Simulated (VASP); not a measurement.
# Sb (Pm-3m) in VASP: a series of runs, part 2 of 2

VASP 6.6.1. The steps go on from the part before.

## Step 3: Single point, PBE (volume scaled by 0.5)

INCAR

```
ALGO     = Normal         # electronic algorithm
EDIFF    = 1E-6           # SCF threshold, eV
ENCUT    = 500            # plane-wave cutoff, eV
GGA      = PE             # functional
GGA_COMPAT= False        
ISIF     = 2              # what is computed and relaxed
ISMEAR   = -1             # smearing method
LASPH    = True           # aspherical terms in the spheres
LCHARG   = False          # write CHGCAR
LREAL    = False          # projectors in reciprocal space
LWAVE    = False          # write WAVECAR
NBANDS   = 8              # bands
NELM     = 120            # most SCF steps
PREC     = Accurate       # precision mode
SIGMA    = 0.05           # smearing width, eV
```

KPOINTS

```
k-points
0
Gamma
  12 12 12
```

POSCAR

```
Sb
1.0
    2.4692996798      0.0000000000      0.0000000000
    0.0000000000      2.4692996798      0.0000000000
    0.0000000000      0.0000000000      2.4692996798
Sb
1
Direct
    0.0000000000      0.0000000000      0.0000000000
```

Potentials or basis: VASP PAW PBE potentials, release 64 (Sb).

Launch:

```sh
$ cat potpaw_PBE.64/Sb/POTCAR > POTCAR
$ mpirun -np 1 vasp_std > vasp.out
```

OUTCAR:

```text
EDIFF = 1E-6
   ENCUT = 500
   GGA = PE
   ISIF = 2
   ISMEAR = -1
   LASPH = True
   LREAL = False
   NELM = 120
   PREC = Accurate

 ion  position               nearest neighbor table
   1  0.000  0.000  0.000-

  LATTYP: Found a simple cubic cell.
 ALAT       =     2.4692996798

  Lattice vectors:

 A1 = (   2.4692996798,   0.0000000000,   0.0000000000)
 A2 = (   0.0000000000,   2.4692996798,   0.0000000000)
 A3 = (   0.0000000000,   0.0000000000,   2.4692996798)

Analysis of symmetry for initial positions (statically):
[... 433 lines left out ...]
      2      11.5220      2.00000
      3      16.6156      2.00000
      4      21.7839      0.00000
      5      31.6443      0.00000
      6      31.7521      0.00000
      7      33.8971      0.00000
      8      34.9529      0.00000

 [... further k-points ...]
[... 5 lines left out ...]
  --------------------------------------------------------------------------------------
  -------------------------------------------------------------------------------------
  Total       17.9590792     17.9590792     17.9590792      0.0000000     -0.0000000      0.0000000
  in kB     1911.0552712   1911.0552712   1911.0552712      0.0000000     -0.0000000      0.0000000
  external PRESSURE =    1911.0552712 kB  Pullay stress =       0.0000000 kB

 VOLUME and BASIS-vectors are now :
 -----------------------------------------------------------------------------
  energy-cutoff  :      500.00
  volume of cell :       15.06
      direct lattice vectors                 reciprocal lattice vectors
     2.469299680  0.000000000  0.000000000     0.404973122  0.000000000  0.000000000
     0.000000000  2.469299680  0.000000000     0.000000000  0.404973122  0.000000000
     0.000000000  0.000000000  2.469299680     0.000000000  0.000000000  0.404973122

 POSITION                                       TOTAL-FORCE (eV/Angst)
 -----------------------------------------------------------------------------------
      0.00000      0.00000      0.00000         0.000000      0.000000      0.000000
 -----------------------------------------------------------------------------------
    total drift:                                0.000000      0.000000      0.000000

  FREE ENERGIE OF THE ION-ELECTRON SYSTEM (eV)
  ---------------------------------------------------
  free  energy   TOTEN  =         0.5728631078 eV

  energy  without entropy=        0.5743077258  energy(sigma->0) =        0.57358542
```

OSZICAR:

```text
N       E                     dE             d eps       ncg     rms          rms(c)
DAV:   1     0.110882266969E+02    0.11088E+02   -0.18497E+03  1432   0.415E+02
DAV:   2     0.526825657076E+00   -0.10561E+02   -0.10247E+02  2000   0.611E+01
DAV:   3     0.441436273703E+00   -0.85389E-01   -0.85386E-01  1632   0.646E+00
DAV:   4     0.441224584521E+00   -0.21169E-03   -0.21169E-03  1872   0.355E-01
DAV:   5     0.441223922190E+00   -0.66233E-06   -0.66273E-06  1608   0.136E-02    0.635E+00
DAV:   6     0.531456308086E+00    0.90232E-01   -0.25033E-02  1648   0.925E-01    0.418E+00
DAV:   7     0.571265316547E+00    0.39809E-01   -0.48935E-02  1680   0.133E+00    0.284E-01
DAV:   8     0.572841652653E+00    0.15763E-02   -0.30887E-03  1568   0.341E-01    0.326E-02
DAV:   9     0.572857888507E+00    0.16236E-04   -0.27449E-05  1872   0.413E-02    0.740E-03
DAV:  10     0.572862641996E+00    0.47535E-05   -0.44346E-07  1520   0.511E-03    0.442E-03
DAV:  11     0.572863107821E+00    0.46582E-06   -0.74202E-08  1144   0.168E-03
   1 F= 0.57286311E+00 E0= 0.57358542E+00  d E =-.144462E-02
```

stdout:

```text
POSCAR found type information on POSCAR Sb
 POSCAR found :  1 types and       1 ions
 scaLAPACK will be used
 LDA part: xc-table for (Slater+PW92), standard interpolation
 POSCAR, INCAR and KPOINTS ok, starting setup
 FFT: planning ... GRIDC
 FFT: planning ... GRID_SOFT
 FFT: planning ... GRID
 WAVECAR not read
 entering main loop
```

It took 11 s on 1 thread of Intel Xeon 8259CL, shared host; peak memory 0.12 GiB.

What came out:

* Free energy: 0.5729 eV
* Pressure: 191.1 GPa

Levels at points of the mesh, in eV from the Fermi level:
| k point | band 1 | band 2 | band 3 | band 4 | band 5 |
| --- | --- | --- | --- | --- | --- |
| (0.00, 0.00, 0.00) | -19.92 | 4.88 | 4.88 | 4.88 | 8.24 |
| (0.50, 0.00, 0.00) | -13.78 | -11.88 | 10.19 | 10.19 | 10.49 |
| (0.50, 0.50, 0.00) | -7.50 | -7.50 | -6.72 | -0.89 | 14.51 |
| (0.50, 0.50, 0.50) | -3.04 | -3.04 | -3.04 | 2.56 | 3.71 |

Caveat: spin-orbit coupling is left out, which moves the levels of the heavy elements.

## Step 4: Single point, PBE (volume scaled by 0.6)

INCAR

```
PREC = Accurate
ENCUT = 500
EDIFF = 1E-6
ISMEAR = -1
SIGMA = 0.05
LREAL = False
LASPH = True
NELM = 120
ALGO = Normal
ISIF = 2
LWAVE = False
LCHARG = False
GGA = PE
NBANDS = 8
GGA_COMPAT = False
```

KPOINTS

```
Automatic mesh
0
Gamma
  12 12 12
```

POSCAR

```
Sb
1.0
    2.6240224647      0.0000000000      0.0000000000
    0.0000000000      2.6240224647      0.0000000000
    0.0000000000      0.0000000000      2.6240224647
Sb
1
Direct
    0.0000000000      0.0000000000      0.0000000000
```

Launch:

```sh
$ cat potpaw_PBE.64/Sb/POTCAR > POTCAR
$ mpirun -np 1 vasp_std > vasp.out
```

Run time: 12 s. Hardware: 1 thread of Intel Xeon 8259CL, shared host; peak memory 0.13 GiB.

It converged, with:

```
Free energy : -1.9600 eV
Pressure    : 91.7 GPa
```

Levels at points of the mesh, in eV from the Fermi level:
| k point | band 1 | band 2 | band 3 | band 4 | band 5 | band 6 | band 7 | band 8 |
| --- | --- | --- | --- | --- | --- | --- | --- | --- |
| (0.00, 0.00, 0.00) | -17.77 | 4.18 | 4.18 | 4.18 | 7.39 | 7.39 | 11.39 | 19.94 |
| (0.50, 0.00, 0.00) | -12.92 | -10.21 | 8.41 | 8.41 | 10.50 | 10.72 | 11.29 | 12.70 |
| (0.50, 0.50, 0.00) | -7.41 | -6.60 | -6.60 | -0.34 | 13.80 | 14.02 | 14.02 | 15.20 |
| (0.50, 0.50, 0.50) | -3.01 | -3.01 | -3.01 | -0.41 | 3.76 | 3.76 | 3.76 | 4.60 |

Caveat: spin-orbit coupling is left out, which moves the levels of the heavy elements.

## Step 5: Single point, PBE (volume scaled by 0.7)

INCAR

```
PREC     = Accurate       # precision mode
ENCUT    = 500            # plane-wave cutoff, eV
EDIFF    = 1E-6           # SCF threshold, eV
ISMEAR   = -1             # smearing method
SIGMA    = 0.05           # smearing width, eV
LREAL    = False          # projectors in reciprocal space
LASPH    = True           # aspherical terms in the spheres
NELM     = 120            # most SCF steps
ALGO     = Normal         # electronic algorithm
ISIF     = 2              # what is computed and relaxed
LWAVE    = False          # write WAVECAR
LCHARG   = False          # write CHGCAR
GGA      = PE             # functional
NBANDS   = 8              # bands
GGA_COMPAT= False
```

KPOINTS

```
regular mesh
0
Gamma
  12 12 12
```

POSCAR

```
Sb
1.0
    2.7623782465      0.0000000000      0.0000000000
    0.0000000000      2.7623782465      0.0000000000
    0.0000000000      0.0000000000      2.7623782465
Sb
1
Direct
    0.0000000000      0.0000000000      0.0000000000
```

Launch:

```sh
$ cat potpaw_PBE.64/Sb/POTCAR > POTCAR
$ mpirun -np 1 vasp_std > vasp.out
```

Wall time 12 s (1 thread of Intel Xeon 8259CL, shared host); peak memory 0.13 GiB.

The run converged. Its results:

```yaml
Free_energy: -3.1869 eV
Pressure: 44.6 GPa
```

Levels at points of the mesh, in eV from the Fermi level:
| k point | band 1 | band 2 | band 3 | band 4 | band 5 | band 6 | band 7 | band 8 |
| --- | --- | --- | --- | --- | --- | --- | --- | --- |
| (0.00, 0.00, 0.00) | -15.79 | 3.97 | 3.97 | 3.97 | 7.22 | 7.22 | 10.41 | 19.33 |
| (0.50, 0.00, 0.00) | -11.83 | -8.54 | 7.40 | 7.40 | 10.00 | 11.16 | 11.21 | 12.36 |
| (0.50, 0.50, 0.00) | -7.41 | -5.50 | -5.50 | 0.55 | 11.41 | 13.93 | 13.93 | 14.69 |
| (0.50, 0.50, 0.50) | -2.52 | -2.52 | -2.52 | -1.99 | 4.13 | 4.13 | 4.13 | 5.57 |

Caveat: spin-orbit coupling is left out, which moves the levels of the heavy elements.

## Step 6: The runs side by side

| cell | gap on the mesh (eV) | pressure (GPa) |
| --- | --- | --- |
| a = 2.292 Å, 1 atom | none | 418.0 |
| a = 2.469 Å, 1 atom | none | 191.1 |
| a = 2.624 Å, 1 atom | none | 91.7 |
| a = 2.762 Å, 1 atom | none | 44.6 |

Alike in all rows: task single point; level PBE; potentials or basis VASP PAW PBE potentials, release 64 (Sb); no spin polarisation; k mesh 12 × 12 × 12; cutoff (eV) 500; smearing fermi-dirac 0.05 eV.

Caveats: spin-orbit coupling is left out, which moves the levels of the heavy elements.

Absolute energies hang on the potentials; compare differences alone.
